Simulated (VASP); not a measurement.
Here is a VASP 6.6.1 calculation.

The input INCAR:

```
SYSTEM = InBiO
ALGO = Normal
EDIFF = 1E-6
ENCUT = 520
GGA = PE
ISIF = 2
ISMEAR = 0
LASPH = .True.
LCHARG = .True.
LELF = .True.
LREAL = .False.
LVHAR = .True.
LWAVE = .False.
NBANDS = 24
NELM = 80
PREC = Accurate
SIGMA = 0.1
```

The input KPOINTS:

```
k-points
0
Gamma
  6 6 4
  0 0 0
```

File POSCAR:

```
InBiO
1.0
    4.4527030300      0.0000000000      0.0000000000
   -2.2263515100      3.8561539400      0.0000000000
    0.0000000000      0.0000000000      4.4086072600
In Bi O
1 1 1
Direct
    0.0000000000      0.0000000000      0.5000000000
    0.3333333300      0.6666666700      0.0000000000
    0.6666666700      0.3333333300      0.5000000000
```

Potentials or basis: VASP PAW PBE potentials, release 64 (In_d, Bi_d, O).

Run with:

```console
$ cat potpaw_PBE.64/In_d/POTCAR potpaw_PBE.64/Bi_d/POTCAR potpaw_PBE.64/O/POTCAR > POTCAR
$ mpirun -np 1 vasp_std > vasp.out
```

Estimate the band gap on the k mesh.

zero (band 17 reaches 6.16 eV, above the bottom of band 18 at 5.39 eV).

What does it give for the pressure?

-8.8 GPa.

Stress tensor (GPa, compression positive):
```
-10.50   0.00   0.00
  0.00 -10.50   0.00
  0.00   0.00  -5.45
```

Caveat: spin-orbit coupling is left out, which moves the levels of the heavy elements.
